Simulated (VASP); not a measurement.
Ca3As:

```xyz
4
Lattice="6.4062 0.0000 0.0000 -3.2031 5.5479 0.0000 0.0000 0.0000 3.3147" Properties=species:S:1:pos:R:3 pbc="T T T"
Ca    3.2031    0.0000    0.0000
Ca   -1.6016    2.7740    0.0000
Ca    1.6016    2.7740    0.0000
As    0.0000    0.0000    1.6574
```

The cell was generated, and may not be a known phase.

- Program: VASP 6.6.1
- Task: relaxation of cell and atoms
- Functional: PBE
- Potentials or basis: VASP PAW PBE potentials, release 64 (Ca_sv, As)
- Cutoff: 600 eV
- k mesh: 3 × 3 × 6
- Occupations: gaussian, width 0.1 eV
- Spin: no spin polarisation

At the start: pressure 0.6 GPa; volume 29.45 Å³/atom.

**Question.** Where does the relaxation end?

**Answer.** Over 5 steps the energy falls by 4.3 meV/atom and the volume is 29.88 Å³/atom (+1.4 %); space group P6/mmm (No. 191, to 0.1 Å) before and after.

The path:
| step | energy change (eV) | largest force (eV/Å) | pressure (GPa) | volume (Å³) |
| --- | --- | --- | --- | --- |
| 1 | 0.0000 | 0.0000 | 0.59 | 117.81 |
| 2 | -0.0130 | 0.0000 | 0.14 | 119.65 |
| 3 | -0.0158 | 0.0000 | -0.17 | 121.02 |
| 4 | -0.0167 | 0.0000 | -0.10 | 120.47 |
| 5 | -0.0172 | 0.0000 | 0.03 | 119.51 |

Final structure:
```cif
data_structure
_symmetry_space_group_name_H-M 'P 1'
_symmetry_Int_Tables_number 1
_cell_length_a 6.5141
_cell_length_b 6.5141
_cell_length_c 3.2520
_cell_angle_alpha 90.000
_cell_angle_beta 90.000
_cell_angle_gamma 120.000
_cell_volume 119.51
loop_
_atom_site_label
_atom_site_type_symbol
_atom_site_fract_x
_atom_site_fract_y
_atom_site_fract_z
_atom_site_occupancy
Ca1 Ca 0.50000 0.00000 0.00000 1
Ca2 Ca 0.00000 0.50000 0.00000 1
Ca3 Ca 0.50000 0.50000 0.00000 1
As1 As 0.00000 0.00000 0.50000 1
```

Caveat: the k points lie up to 0.37 Å⁻¹ apart in the final cell, too coarse for converged energies and pressures of a metal.
